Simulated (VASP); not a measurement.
**ScGaN: single point with PBE**

The system is ScGaN.

```xyz
3
Lattice="3.6995 0.0000 0.0000 -1.8498 3.2039 0.0000 0.0000 0.0000 3.5807" Properties=species:S:1:pos:R:3 pbc="T T T"
Sc    0.0000    0.0000    0.0000
Ga    1.8498    1.0680    1.7903
N     0.0000    2.1359    1.7903
```

| Property | Result |
| --- | --- |
| Program | VASP 6.6.1 |
| Task | single point |
| Functional | PBE |
| Potentials or basis | VASP PAW PBE potentials, release 64 (Sc_sv, Ga_d, N) |
| Cutoff | 520 eV |
| k mesh | 12 × 12 × 14 |
| Occupations | gaussian, width 0.1 eV |
| Spin | no spin polarisation |
| Dipole correction | no |
| Further INCAR settings | ALGO = Normal; EDIFF = 1e-07; NBANDS = 22 |

```json
{
  "Pressure": "0.3 GPa"
}
```

Stress tensor (GPa, compression positive):
```
0.40 0.00 0.00
0.00 0.40 0.00
0.00 0.00 0.24
```

Levels at points of the mesh, in eV from the Fermi level:
| k point | band 12 | band 13 | band 14 | band 15 | band 16 | band 17 |
| --- | --- | --- | --- | --- | --- | --- |
| (0.00, 0.00, 0.00) | -3.80 | -3.80 | -3.14 | -0.74 | 1.36 | 1.36 |
| (0.50, 0.00, 0.00) | -4.54 | -3.03 | -2.21 | 1.29 | 1.37 | 1.64 |
| (0.00, 0.00, 0.50) | -3.33 | -3.33 | -2.31 | 0.44 | 0.44 | 0.75 |
| (0.50, 0.00, 0.50) | -4.90 | -4.21 | -2.61 | -0.53 | 2.42 | 2.43 |

Run time: 78 s on 1 thread of AMD EPYC 9R45 96-Core Processor (Zen 5), with other jobs on the host, peak memory 0.25 GiB.
